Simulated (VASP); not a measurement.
# Al16As16H (a cell with a defect) in VASP: notebook

Al16As16H (a cell with a defect) is run at these levels: PBE; tasks: relaxation of the atoms, single point.

Everything below comes from runs of VASP 6.6.1. Logs are shortened: lines on timing, memory, paths and dates and some standing lists are left out, and cuts for length are marked.

**1. The cell of the first run**

The cell holds a defect, 33 atoms: a = 9.921 Å, b = 9.921 Å, c = 9.921 Å, α = 109.47°, β = 109.47°, γ = 109.47°.

**2. Relaxation of the atoms, PBE (with an interstitial atom)**

INCAR reads:

```
SYSTEM = Al16As16H
ALGO     = Normal         ! electronic algorithm
EDIFF    = 1E-7           ! SCF threshold, eV
EDIFFG   = -0.025         ! ionic threshold
ENCUT    = 450            ! plane-wave cutoff, eV
GGA      = PE             ! functional
GGA_COMPAT= .FALSE.      
IBRION   = 2              ! ionic algorithm
ISIF     = 2              ! what is computed and relaxed
ISMEAR   = 0              ! smearing method
LASPH    = .TRUE.         ! aspherical terms in the spheres
LCHARG   = .FALSE.        ! write CHGCAR
LREAL    = Auto         
LWAVE    = .FALSE.        ! write WAVECAR
NELECT   = 128.0        
NELM     = 120            ! most SCF steps
NELMIN   = 4            
NSW      = 65             ! ionic steps
PREC     = Accurate       ! precision mode
SIGMA    = 0.01           ! smearing width, eV
```

KPOINTS reads:

```
Automatic mesh
0
Gamma
  2 2 2
  0.5 0.5 0.5
```

POSCAR reads:

```
Al16As16H
1.0
    5.7279123210      5.7279123210      5.7279123210
   -5.7279123210      5.7279123210     -5.7279123210
   -5.7279123210     -5.7279123210      5.7279123210
Al As H
16 16 1
Direct
    0.5021377637      0.7507017042      0.7507017042
    0.4992982958      0.5014360594      0.0000000000
    0.7485639406      0.4985639406      0.7478622363
    0.4934889469      0.2434889469      0.2434889469
    0.7514360594      0.2492982958      0.0000000000
    0.0007017042      0.2521377637      0.7507017042
    0.4992982958      0.0000000000      0.5014360594
    0.7514360594      0.0000000000      0.2492982958
    0.0065110531      0.0000000000      0.0000000000
    0.2500000000      0.0000000000      0.7565110531
    0.7485639406      0.7478622363      0.4985639406
    0.0007017042      0.7507017042      0.2521377637
    0.2500000000      0.7565110531      0.0000000000
   -0.0021377637      0.4985639406      0.4985639406
    0.2500000000      0.5014360594      0.2492982958
    0.2500000000      0.2492982958      0.5014360594
    0.7533131621      0.0000000000      0.0000000000
    0.7500000000      0.7500000000      0.2500000000
   -0.0024657788      0.7475342212      0.0000000000
    0.7466868379      0.4966868379      0.4966868379
    0.0000000000      0.5000000000      0.2500000000
    0.2500000000      0.5033131621      0.0000000000
    0.7500000000      0.2500000000      0.7500000000
    0.0000000000      0.2500000000      0.5000000000
    0.2500000000      0.2524657788      0.2524657788
    0.5024657788      0.2524657788      0.0000000000
   -0.0024657788      0.0000000000      0.7475342212
    0.2500000000      0.0000000000      0.5033131621
    0.5024657788      0.0000000000      0.2524657788
    0.2500000000      0.7475342212      0.7475342212
    0.5000000000      0.7500000000      0.5000000000
    0.5000000000      0.5000000000      0.7500000000
    0.2500000000      0.0000000000      0.0000000000
```

Potentials or basis: VASP PAW PBE potentials, release 64 (Al, As, H).

On the command line:

```sh
cat potpaw_PBE.64/Al/POTCAR potpaw_PBE.64/As/POTCAR potpaw_PBE.64/H/POTCAR > POTCAR
mpirun -np 1 vasp_std > vasp.out
```

OUTCAR:

```text
SYSTEM = Al16As16H
   EDIFF = 1E-7
   EDIFFG = -0.025
   ENCUT = 450
   GGA = PE
   IBRION = 2
   ISIF = 2
   ISMEAR = 0
   LASPH = .TRUE.
   LREAL = Auto
   NELECT = 128.0
   NELM = 120
   NELMIN = 4
   NSW = 65
   PREC = Accurate

 ion  position               nearest neighbor table
   1  0.502  0.751  0.751-  31 2.48  32 2.48  17 2.48  30 2.48
   2  0.499  0.501  0.000-  32 2.48  18 2.48  22 2.48  26 2.48
   3  0.749  0.499  0.748-  23 2.48  32 2.48  20 2.48  19 2.48
   4  0.493  0.243  0.243-  25 2.48  26 2.48  29 2.48  20 2.51
   5  0.751  0.249  0.000-  23 2.48  21 2.48  17 2.48  26 2.48
   6  0.001  0.252  0.751-  23 2.48  24 2.48  22 2.48  27 2.48
[... 24 lines left out ...]
  31  0.500  0.750  0.500-   1 2.48   7 2.48  15 2.48  11 2.48
  32  0.500  0.500  0.750-   1 2.48   2 2.48  16 2.48   3 2.48
  33  0.250  0.000  0.000-

  LATTYP: Found a body centered cubic cell.
 ALAT       =    11.4558246420

  Lattice vectors:

 A1 = (   5.7279123210,   5.7279123210,   5.7279123210)
 A2 = (  -5.7279123210,   5.7279123210,  -5.7279123210)
 A3 = (  -5.7279123210,  -5.7279123210,   5.7279123210)

Analysis of symmetry for initial positions (statically):
=====================================================================
 Subroutine PRICEL returns:
 Original cell was already a primitive cell.

 Routine SETGRP: Setting up the symmetry group for a
 body centered cubic supercell.

 Subroutine GETGRP returns: Found 24 space group operations
 (whereof  6 operations were pure point group operations)
 out of a pool of 48 trial point group operations.

The static configuration has the point symmetry C_3v.
 The point group associated with its full space group is T_d .

Analysis of symmetry for dynamics (positions and initial velocities):
=====================================================================
 Subroutine PRICEL returns:
 Original cell was already a primitive cell.

 Routine SETGRP: Setting up the symmetry group for a
 body centered cubic supercell.

 Subroutine GETGRP returns: Found 24 space group operations
 (whereof  6 operations were pure point group operations)
 out of a pool of 48 trial point group operations.

The dynamic configuration has the point symmetry C_3v.
 The point group associated with its full space group is T_d .

 Subroutine INISYM returns: Found 24 space group operations
 (whereof  6 operations are pure point group operations),
 and found     1 'primitive' translations

----------------------------------------------------------------------------------------

                                     Primitive cell

  volume of cell :     751.7078

  direct lattice vectors                    reciprocal lattice vectors
     5.727912321  5.727912321  5.727912321     0.000000000  0.087291839  0.087291839
    -5.727912321  5.727912321 -5.727912321    -0.087291839  0.087291839  0.000000000
    -5.727912321 -5.727912321  5.727912321    -0.087291839  0.000000000  0.087291839

  length of vectors
     9.921035161  9.921035161  9.921035161     0.123449303  0.123449303  0.123449303

  position of ions in fractional coordinates (direct lattice)
     0.502137764  0.750701704  0.750701704
     0.499298296  0.501436059  0.000000000
     0.748563941  0.498563941  0.747862236
     0.493488947  0.243488947  0.243488947
     0.751436059  0.249298296  0.000000000
     0.000701704  0.252137764  0.750701704
[... 25 lines left out ...]
     0.500000000  0.500000000  0.750000000
     0.250000000  0.000000000  0.000000000

  ion indices of the primitive-cell ions
   primitive index   ion index
[... 103 lines left out ...]
  volume/ion in A,a.u.               =      22.78       153.72
  Fermi-wavevector in a.u.,A,eV,Ry     =   0.907392  1.714723 11.202506  0.823361
  Thomas-Fermi vector in A             =   2.031194
   LORBIT       =      0    0 simple, 1 ext, 2 COOP (PROOUT), +10 PAW based schemes
   GGA     = PE    functional components
   LHFCALC =     F    Hartree Fock is set to
   AEXX    =    0.0000 exact exchange contribution
   IVDW    =     0    specifies the selected vdW correction
   LEPSILON=     F    determine dielectric tensor
   LRPA    =     F    only Hartree local field effects (RPA)
 conjugate gradient relaxation of ions
 non-spin polarized calculation
 Gauss-broadening in eV      SIGMA  =   0.01
  energy-cutoff  :      450.00
  volume of cell :      751.71
 maximum number of plane-waves:     16308
 NGX is ok and might be reduce to    70
   NGX = 35   NGY = 35   NGZ = 35

--------------------------------------- Ionic step        1  -------------------------------------------

 number of electron     127.9999992 magnetization

 Free energy of the ion-electron system (eV)
  ---------------------------------------------------
  ext. energy  EPLUGINS =         0.00000000
  ---------------------------------------------------
  free energy    TOTEN  =      -154.87608115 eV

  energy without entropy =     -154.87096325  energy(sigma->0) =     -154.87352220

------------------------ aborting loop because EDIFF is reached ----------------------------------------

  FORCE on cell =-STRESS in cart. coord.  units (eV):
  Direction    XX          YY          ZZ          XY          YZ          ZX
  --------------------------------------------------------------------------------------
  -------------------------------------------------------------------------------------
  Total       -6.9880145     -6.9880145     -6.9880145      0.0000000      0.0000000     -0.0000000
  in kB      -14.8941357    -14.8941357    -14.8941357      0.0000000      0.0000000     -0.0000000
  external PRESSURE =     -14.8941357 kB  Pullay stress =       0.0000000 kB

 VOLUME and BASIS-vectors are now :
 -----------------------------------------------------------------------------
  energy-cutoff  :      450.00
  volume of cell :      751.71
      direct lattice vectors                 reciprocal lattice vectors
     5.727912321  5.727912321  5.727912321     0.000000000  0.087291839  0.087291839
    -5.727912321  5.727912321 -5.727912321    -0.087291839  0.087291839  0.000000000
    -5.727912321 -5.727912321  5.727912321    -0.087291839  0.000000000  0.087291839

 POSITION                                       TOTAL-FORCE (eV/Angst)
 -----------------------------------------------------------------------------------
     -5.72371      2.87620      2.87620        -0.017119      0.044122      0.044122
     -0.01224      5.73212     -0.01224        -0.044122     -0.017119     -0.044122
     -2.85171      2.85975      5.71567         0.044122      0.017119     -0.044122
      0.03729      2.82666      2.82666        -0.018315      0.018315      0.018315
      2.87620      5.73212      2.87620         0.044122     -0.017119      0.044122
     -5.74016     -2.85171      2.85975        -0.044122      0.044122      0.017119
[... 25 lines left out ...]
     -4.29593      1.43198      4.29593        -0.000000     -0.000000      0.000000
      1.43198      1.43198      1.43198        -0.000000     -0.000000      0.000000
 -----------------------------------------------------------------------------------
    total drift:                                0.000008     -0.000010     -0.000008

  FREE ENERGIE OF THE ION-ELECTRON SYSTEM (eV)
  ---------------------------------------------------
  free  energy   TOTEN  =      -154.8760811522 eV

  energy  without entropy=     -154.8709632456  energy(sigma->0) =     -154.87352220

--------------------------------------- Ionic step        2  -------------------------------------------

 number of electron     127.9999991 magnetization

 Free energy of the ion-electron system (eV)
  ---------------------------------------------------
  ext. energy  EPLUGINS =         0.00000000
  ---------------------------------------------------
  free energy    TOTEN  =      -154.87837910 eV

  energy without entropy =     -154.87319936  energy(sigma->0) =     -154.87578923

 E-fermi :   3.1494     XC(G=0):  -8.9122

 val. band max:        3.1439179134   @ k =   0.2500   0.2500   0.2500
 cond. band min:       3.3710170656   @ k =  -0.2500   0.2500   0.2500
 fundamental gap:      0.2270991522
 Fermi energy:         3.1493708562

 k-point     1 :       0.2500    0.2500    0.2500
  band No.  band energies     occupation
      1      -7.5854      2.00000
      2      -7.5246      2.00000
      3      -7.5246      2.00000
      4      -7.5246      2.00000
      5      -6.5548      2.00000
      6      -6.5548      2.00000
[... 68 lines left out ...]
     75       6.1875      0.00000
     76       6.1979      0.00000

 k-point     2 :      -0.2500    0.2500    0.2500
  band No.  band energies     occupation
      1      -7.8971      2.00000
      2      -7.2497      2.00000
      3      -7.2003      2.00000
      4      -7.1780      2.00000
      5      -7.1780      2.00000
      6      -6.8012      2.00000
[... 68 lines left out ...]
     75       6.9736      0.00000
     76       6.9736      0.00000
 [bands above 76 left out]

------------------------ aborting loop because EDIFF is reached ----------------------------------------

  FORCE on cell =-STRESS in cart. coord.  units (eV):
  Direction    XX          YY          ZZ          XY          YZ          ZX
  --------------------------------------------------------------------------------------
  -------------------------------------------------------------------------------------
  Total       -6.9975253     -6.9975253     -6.9975253     -0.0000000     -0.0000000     -0.0000000
  in kB      -14.9144068    -14.9144068    -14.9144068     -0.0000000     -0.0000000     -0.0000000
  external PRESSURE =     -14.9144068 kB  Pullay stress =       0.0000000 kB

 VOLUME and BASIS-vectors are now :
 -----------------------------------------------------------------------------
  energy-cutoff  :      450.00
  volume of cell :      751.71
      direct lattice vectors                 reciprocal lattice vectors
     5.727912321  5.727912321  5.727912321     0.000000000  0.087291839  0.087291839
    -5.727912321  5.727912321 -5.727912321    -0.087291839  0.087291839  0.000000000
    -5.727912321 -5.727912321  5.727912321    -0.087291839  0.000000000  0.087291839

 POSITION                                       TOTAL-FORCE (eV/Angst)
 -----------------------------------------------------------------------------------
     -5.72453      2.87833      2.87833        -0.006059      0.015236      0.015236
     -0.01437      5.73129     -0.01437        -0.015236     -0.006059     -0.015236
     -2.84958      2.86058      5.71354         0.015236      0.006059     -0.015236
      0.03641      2.82754      2.82754        -0.009335      0.009335      0.009335
      2.87833      5.73129      2.87833         0.015236     -0.006059      0.015236
     -5.74229     -2.84958      2.86058        -0.015236      0.015236      0.006059
[... 25 lines left out ...]
     -4.29593      1.43198      4.29593         0.000000     -0.000000      0.000000
     -4.29593      7.15989     -4.29593        -0.000000     -0.000000      0.000000
 -----------------------------------------------------------------------------------
    total drift:                                0.000008     -0.000010     -0.000008

  FREE ENERGIE OF THE ION-ELECTRON SYSTEM (eV)
  ---------------------------------------------------
  free  energy   TOTEN  =      -154.8783791042 eV

  energy  without entropy=     -154.8731993648  energy(sigma->0) =     -154.87578923

 reached required accuracy - stopping structural energy minimisation
```

Run time: 4.1 min. Hardware: 1 thread of Intel Xeon Platinum 8488C (Sapphire Rapids), shared host; peak memory 0.73 GiB.

What came out:

```
Free energy                  : -154.8784 eV
Energy gained by relaxing    : 0.1 meV/atom
Ionic steps                  : 2
Largest force after relaxing : 0.022 eV/Å
```

Forces in eV/Å, atoms in the order of the input:
```
Al  -0.006  0.015  0.015
Al  -0.015 -0.006 -0.015
Al   0.015  0.006 -0.015
Al  -0.009  0.009  0.009
Al   0.015 -0.006  0.015
Al  -0.015  0.015  0.006
Al  -0.015 -0.015 -0.006
Al   0.015  0.015 -0.006
Al  -0.009 -0.009 -0.009
Al   0.009  0.009 -0.009
Al   0.015 -0.015  0.006
Al  -0.015  0.006  0.015
Al   0.009 -0.009  0.009
Al  -0.006 -0.015 -0.015
Al   0.006  0.015 -0.015
Al   0.006 -0.015  0.015
As   0.003  0.003  0.003
As   0.000  0.000  0.000
As   0.000  0.019  0.000
As   0.003 -0.003 -0.003
As   0.000  0.000  0.000
As  -0.003  0.003 -0.003
As   0.000  0.000  0.000
As   0.000  0.000  0.000
As   0.019  0.000  0.000
As   0.000 -0.019  0.000
As   0.000  0.000  0.019
As  -0.003 -0.003  0.003
As   0.000  0.000 -0.019
As  -0.019  0.000  0.000
As   0.000  0.000  0.000
As   0.000  0.000  0.000
H    0.000  0.000  0.000
```

The path:
| step | energy change (eV) | largest force (eV/Å) | pressure (GPa) |
| --- | --- | --- | --- |
| 1 | 0.0000 | 0.0647 | -1.49 |
| 2 | -0.0023 | 0.0224 | -1.49 |

Final structure:
```yaml
crystal:
  lattice:
    - [5.72791, 5.72791, 5.72791]
    - [-5.72791, 5.72791, -5.72791]
    - [-5.72791, -5.72791, 5.72791]
  atoms:
    - { symbol: Al, position: [0.50251, 0.75096, 0.75096] }
    - { symbol: Al, position: [0.49904, 0.50155, 0.00000] }
    - { symbol: Al, position: [0.74845, 0.49845, 0.74749] }
    - { symbol: Al, position: [0.49364, 0.24364, 0.24364] }
    - { symbol: Al, position: [0.75155, 0.24904, 0.00000] }
    - { symbol: Al, position: [0.00096, 0.25251, 0.75096] }
    - { symbol: Al, position: [0.49904, 0.00000, 0.50155] }
    - { symbol: Al, position: [0.75155, 0.00000, 0.24904] }
    - { symbol: Al, position: [0.00636, 0.00000, 0.00000] }
    - { symbol: Al, position: [0.25000, 0.00000, 0.75636] }
    - { symbol: Al, position: [0.74845, 0.74749, 0.49845] }
    - { symbol: Al, position: [0.00096, 0.75096, 0.25251] }
    - { symbol: Al, position: [0.25000, 0.75636, 0.00000] }
    - { symbol: Al, position: [0.99749, 0.49845, 0.49845] }
    - { symbol: Al, position: [0.25000, 0.50155, 0.24904] }
    - { symbol: Al, position: [0.25000, 0.24904, 0.50155] }
    - { symbol: As, position: [0.75327, 0.00000, 0.00000] }
    - { symbol: As, position: [0.75000, 0.75000, 0.25000] }
    - { symbol: As, position: [0.99775, 0.74775, 0.00000] }
    - { symbol: As, position: [0.74673, 0.49673, 0.49673] }
    - { symbol: As, position: [0.00000, 0.50000, 0.25000] }
    - { symbol: As, position: [0.25000, 0.50327, 0.00000] }
    - { symbol: As, position: [0.75000, 0.25000, 0.75000] }
    - { symbol: As, position: [0.00000, 0.25000, 0.50000] }
    - { symbol: As, position: [0.25000, 0.25225, 0.25225] }
    - { symbol: As, position: [0.50225, 0.25225, 0.00000] }
    - { symbol: As, position: [0.99775, 0.00000, 0.74775] }
    - { symbol: As, position: [0.25000, 0.00000, 0.50327] }
    - { symbol: As, position: [0.50225, 0.00000, 0.25225] }
    - { symbol: As, position: [0.25000, 0.74775, 0.74775] }
    - { symbol: As, position: [0.50000, 0.75000, 0.50000] }
    - { symbol: As, position: [0.50000, 0.50000, 0.75000] }
    - { symbol: H, position: [0.25000, 0.00000, 0.00000] }
```

Caveat: the k points lie up to 0.39 Å⁻¹ apart; the cell carries a net charge on a neutralising background, which shifts energy and pressure; the cell differs from its parent crystal (with an interstitial atom); the cell is charged against a uniform background, so pressure and absolute levels hang on convention.

[end of part 1 of 2]
